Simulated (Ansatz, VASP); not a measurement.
## ScAlSbP3 in VASP and in Ansatz

```
CELL_PARAMETERS angstrom
6.18488 0.00000 0.00000
-3.09244 5.35626 0.00000
0.00000 0.00000 3.85729
ATOMIC_POSITIONS crystal
Sc 0.00000 0.00000 0.00000
Al 0.66667 0.33333 0.00000
Sb 0.33333 0.66667 0.00000
P 0.01297 0.50648 0.50000
P 0.49352 0.50648 0.50000
P 0.49352 0.98703 0.50000
```

Change from the starting cell: species swapped into the YSiBRh3 type (P-6m2, No. 187).

Alike in both runs: task relaxation of cell and atoms; functional PBE; k mesh 3 × 3 × 4; occupations gaussian, width 0.1 eV; no spin polarisation.

|  | VASP | Ansatz |
| --- | --- | --- |
| version | VASP 6.6.1 | Ansatz 0.2.0 |
| potentials or method | VASP PAW PBE potentials, release 64 (Sc_sv, Al, Sb, P), cutoff 600 eV | scalar-relativistic, plane waves, PAW |
| valence electrons in the cell | 34 | 44 |

|  | VASP | Ansatz | Ansatz less VASP |
| --- | --- | --- | --- |
| gap on the k mesh at the Fermi level, each at its own relaxed structure (eV) | none | none | - |
| relaxed volume (Å³/atom) | 20.63 | 20.61 | -0.021 |
| relaxed cell length with the largest relative difference (Å) | 3.855 | 3.846 | -0.0095 |

A gap of «none» marks a metal or a gap that the smearing closes. VASP's potentials hold 34 valence electrons a cell and Ansatz's 44, so a difference there can come from the potentials and not from the codes.

The k mesh is coarse, so the values compare programs but aren't converged. Spin-orbit coupling is off throughout.
